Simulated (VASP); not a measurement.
# InTe4 (Pm-3m) in VASP: notebook, part 2 of 2

VASP 6.6.1.

## 4. Relaxation of cell and atoms, PBE

INCAR

```
PREC = Accurate
ENCUT = 600
EDIFF = 1E-6
ISMEAR = 0
SIGMA = 0.1
LREAL = False
LASPH = True
NELM = 80
ALGO = Normal
ISIF = 3
LWAVE = False
LCHARG = False
GGA = PE
IBRION = 2
NSW = 90
EDIFFG = -0.04
```

KPOINTS

```
Automatic mesh
0
Gamma
  4 4 4
```

POSCAR

```
InTe4
1.0
    5.8547949500      0.0000000000      0.0000000000
    0.0000000000      5.8547949500      0.0000000000
    0.0000000000      0.0000000000      5.8547949500
In Te
1 4
Direct
    0.0000000000      0.0000000000      0.0000000000
    0.0000000000      0.5000000000      0.5000000000
    0.5000000000      0.0000000000      0.5000000000
    0.5000000000      0.5000000000      0.0000000000
    0.5000000000      0.5000000000      0.5000000000
```

Potentials or basis: VASP PAW PBE potentials, release 64 (In_d, Te).

Launch:

```console
> cat potpaw_PBE.64/In_d/POTCAR potpaw_PBE.64/Te/POTCAR > POTCAR
> mpirun -np 1 vasp_std > vasp.out
```

OUTCAR:

```text
PREC = Accurate
   ENCUT = 600
   EDIFF = 1E-6
   ISMEAR = 0
   LREAL = False
   LASPH = True
   NELM = 80
   ISIF = 3
   GGA = PE
   IBRION = 2
   NSW = 90
   EDIFFG = -0.04

 ion  position               nearest neighbor table
   1  0.000  0.000  0.000-
   2  0.000  0.500  0.500-   5 2.93   5 2.93
   3  0.500  0.000  0.500-   5 2.93   5 2.93
   4  0.500  0.500  0.000-   5 2.93   5 2.93
   5  0.500  0.500  0.500-   2 2.93   3 2.93   4 2.93   4 2.93   3 2.93   2 2.93

  LATTYP: Found a simple cubic cell.
 ALAT       =     5.8547949500

  Lattice vectors:

 A1 = (   5.8547949500,   0.0000000000,   0.0000000000)
 A2 = (   0.0000000000,   5.8547949500,   0.0000000000)
 A3 = (   0.0000000000,   0.0000000000,   5.8547949500)

Analysis of symmetry for initial positions (statically):
=====================================================================
 Subroutine PRICEL returns:
 Original cell was already a primitive cell.

 Routine SETGRP: Setting up the symmetry group for a
 simple cubic supercell.

[... 160 lines left out ...]

 val. band max:        3.4924131323   @ k =   0.2500   0.2500   0.2500
 cond. band min:       3.5458045426   @ k =   0.5000   0.5000   0.2500
 fundamental gap:      0.0533914103
 Fermi energy:         3.4971174585

 k-point     1 :       0.0000    0.0000    0.0000
  band No.  band energies     occupation
      1     -10.6791      2.00000
      2     -10.6791      2.00000
      3     -10.6780      2.00000
      4     -10.6780      2.00000
      5     -10.6780      2.00000
      6      -9.4877      2.00000
[... 239 lines left out ...]
     21       4.0918      0.00000
     22       4.0918      0.00000

------------------------ aborting loop because EDIFF is reached ----------------------------------------

  FORCE on cell =-STRESS in cart. coord.  units (eV):
  Direction    XX          YY          ZZ          XY          YZ          ZX
  --------------------------------------------------------------------------------------
  -------------------------------------------------------------------------------------
  Total        0.1803906      0.1803906      0.1803906     -0.0000000     -0.0000000      0.0000000
  in kB        1.4400891      1.4400891      1.4400891     -0.0000000     -0.0000000      0.0000000
  external PRESSURE =       1.4400891 kB  Pullay stress =       0.0000000 kB

 VOLUME and BASIS-vectors are now :
 -----------------------------------------------------------------------------
  energy-cutoff  :      600.00
  volume of cell :      200.69
      direct lattice vectors                 reciprocal lattice vectors
     5.854794950  0.000000000  0.000000000     0.170800175  0.000000000  0.000000000
     0.000000000  5.854794950  0.000000000     0.000000000  0.170800175  0.000000000
     0.000000000  0.000000000  5.854794950     0.000000000  0.000000000  0.170800175

 POSITION                                       TOTAL-FORCE (eV/Angst)
 -----------------------------------------------------------------------------------
      0.00000      0.00000      0.00000         0.000000      0.000000      0.000000
      0.00000      2.92740      2.92740         0.000000      0.000000      0.000000
      2.92740      0.00000      2.92740         0.000000      0.000000      0.000000
      2.92740      2.92740      0.00000         0.000000      0.000000      0.000000
      2.92740      2.92740      2.92740         0.000000      0.000000      0.000000
 -----------------------------------------------------------------------------------
    total drift:                               -0.000000      0.000000     -0.000000

  FREE ENERGIE OF THE ION-ELECTRON SYSTEM (eV)
  ---------------------------------------------------
  free  energy   TOTEN  =       -13.5295551648 eV

  energy  without entropy=      -13.4980844988  energy(sigma->0) =      -13.51381983

 reached required accuracy - stopping structural energy minimisation
```

OSZICAR:

```text
N       E                     dE             d eps       ncg     rms          rms(c)
DAV:   1     0.268073315967E+03    0.26807E+03   -0.15299E+04   440   0.158E+03
DAV:   2     0.156626350305E+02   -0.25241E+03   -0.24824E+03   490   0.317E+02
DAV:   3    -0.125063650408E+02   -0.28169E+02   -0.27753E+02   548   0.110E+02
DAV:   4    -0.137187953322E+02   -0.12124E+01   -0.12063E+01   536   0.252E+01
DAV:   5    -0.137698873797E+02   -0.51092E-01   -0.51023E-01   664   0.460E+00    0.116E+01
DAV:   6    -0.135473967519E+02    0.22249E+00   -0.63449E-01   492   0.366E+00    0.797E+00
DAV:   7    -0.135273383563E+02    0.20058E-01   -0.20380E-01   510   0.214E+00    0.243E+00
DAV:   8    -0.135296174397E+02   -0.22791E-02   -0.22575E-02   604   0.793E-01    0.884E-01
DAV:   9    -0.135294043547E+02    0.21308E-03   -0.29072E-03   536   0.431E-01    0.386E-01
DAV:  10    -0.135295642295E+02   -0.15987E-03   -0.43290E-04   540   0.133E-01    0.694E-02
DAV:  11    -0.135295489968E+02    0.15233E-04   -0.10507E-04   552   0.889E-02    0.347E-02
DAV:  12    -0.135295547008E+02   -0.57040E-05   -0.15481E-05   490   0.197E-02    0.871E-03
DAV:  13    -0.135295551648E+02   -0.46405E-06   -0.23011E-06   428   0.143E-02
   1 F= -.13529555E+02 E0= -.13513820E+02  d E =-.135296E+02
```

Run time: 55 s. Hardware: 1 thread of Intel Xeon 6975P-C, shared host; peak memory 0.33 GiB.

What came out:

| Quantity | Value |
| --- | --- |
| Free energy | -13.5296 eV |
| Pressure after relaxing | 0.1 GPa |

Final structure:
```
In Te
1.0
     5.85479    0.00000    0.00000
     0.00000    5.85479    0.00000
     0.00000    0.00000    5.85479
In Te
1 4
Cartesian
  0.0000 0.0000 0.0000
  0.0000 2.9274 2.9274
  2.9274 0.0000 2.9274
  2.9274 2.9274 0.0000
  2.9274 2.9274 2.9274
```

Caveat: the relaxation stopped at its first step, so nothing moved; spin-orbit coupling is left out, which moves the levels of the heavy elements.

## 5. Relaxation of cell and atoms, PBE

INCAR

```
ALGO = Normal
EDIFF = 1E-6
EDIFFG = -0.01
ENCUT = 600
GGA = PE
IBRION = 2
ISIF = 3
ISMEAR = 0
LASPH = True
LCHARG = False
LREAL = False
LWAVE = False
NELM = 80
NSW = 100
PREC = Accurate
SIGMA = 0.1
```

KPOINTS

```
k-points
0
Gamma
  6 6 6
```

POSCAR is that of step 4.

Launch:

```console
> cat potpaw_PBE.64/In_d/POTCAR potpaw_PBE.64/Te/POTCAR > POTCAR
> mpirun -np 1 vasp_std > vasp.out
```

Run time: 2.6 min. Hardware: 1 thread of Intel Xeon 6975P-C, shared host; peak memory 0.4 GiB.

Results (log left out):

| Quantity | Value |
| --- | --- |
| Free energy | -13.6484 eV |
| Relaxed volume | 39.91 Å³/atom |
| Relaxed cell | a = 5.844 Å, b = 5.844 Å, c = 5.844 Å, α = 90.00°, β = 90.00°, γ = 90.00° |
| Space group after relaxing (to 0.05 Å) | Pm-3m (No. 221) |
| Energy gained by relaxing | 0.1 meV/atom |
| Ionic steps | 2 |
| Pressure after relaxing | 0.0 GPa |

The path:
```csv
step,energy change (eV),largest force (eV/Å),pressure (GPa),volume (Å³)
1,0.0000,0.0000,-0.16,200.69
2,-0.0006,0.0000,0.00,199.54
```

Final structure:
```
In Te
1.0
     5.84357    0.00000    0.00000
     0.00000    5.84357    0.00000
     0.00000    0.00000    5.84357
In Te
1 4
Direct
  0.00000 0.00000 0.00000
  0.00000 0.50000 0.50000
  0.50000 0.00000 0.50000
  0.50000 0.50000 0.00000
  0.50000 0.50000 0.50000
```

Levels at points of the mesh, in eV from the Fermi level:
```tsv
k point	band 17	band 18	band 19	band 20	band 21	band 22
(0.00, 0.00, 0.00)	-0.46	-0.46	-0.46	3.74	3.74	3.74
(0.50, 0.00, 0.00)	-0.53	-0.46	-0.46	0.71	2.15	3.12
(0.50, 0.50, 0.00)	-0.95	-0.43	-0.43	0.02	0.60	2.22
(0.50, 0.50, 0.50)	-0.93	-0.93	0.54	0.62	0.62	0.62
```

Caveat: spin-orbit coupling is left out, which moves the levels of the heavy elements.

## 6. Overview

| task | cell | k mesh | cutoff (eV) | gap on the mesh (eV) | pressure (GPa) |
| --- | --- | --- | --- | --- | --- |
| single point | a = 5.855 Å, 5 atoms | 4 × 4 × 4 | 520 | none | 0.1 |
| single point | a = 5.848 Å, 5 atoms | 6 × 6 × 6 | 520 | none | -0.1 |
| relaxation of cell and atoms | relaxed from a = 5.855 Å, 5 atoms | 4 × 4 × 4 | 600 | none | 0.1 |
| relaxation of cell and atoms | relaxed from a = 5.855 Å, 5 atoms | 6 × 6 × 6 | 600 | none | 0.0 |

Alike in all rows: level PBE; potentials or basis VASP PAW PBE potentials, release 64 (In_d, Te); no spin polarisation; smearing gaussian 0.1 eV.

Caveats: spin-orbit coupling is left out, which moves the levels of the heavy elements; the relaxation stopped at its first step, so nothing moved (some runs).

Absolute energies hang on the potentials; compare differences alone.
